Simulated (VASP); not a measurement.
# GeW: single point with PBE

The system is GeW.

```xyz
2
Lattice="0.0000 2.5776 2.5776 2.5776 0.0000 2.5776 2.5776 2.5776 0.0000" Properties=species:S:1:pos:R:3 pbc="T T T"
Ge    2.5776    2.5776    2.5776
W     0.0000    0.0000    0.0000
```

| Item | Value |
| --- | --- |
| Program | VASP 6.6.1 |
| Task | single point |
| Functional | PBE |
| Potentials or basis | VASP PAW PBE potentials, release 64 (Ge_d, W_sv) |
| Cutoff | 520 eV |
| k mesh | 9 × 9 × 9 |
| Occupations | gaussian, width 0.018 eV |
| Spin | no spin polarisation |

```
Pressure               : 0.4 GPa
Band gap on the k mesh : zero (band 14 reaches 9.59 eV, above the bottom of band 15 at 7.88 eV)
```

Levels at points of the mesh, in eV from the Fermi level:
```
           k point  band 12  band 13  band 14  band 15  band 16  band 17
(0.00, 0.00, 0.00)    -1.60    -1.60    -0.86    -0.86     2.45     2.45
```

Run time: 16 s on 1 thread of Intel Xeon 6975P-C, with other jobs on the host, peak memory 0.17 GiB.

Caveat: spin-orbit coupling is left out, which moves the levels of the heavy elements.
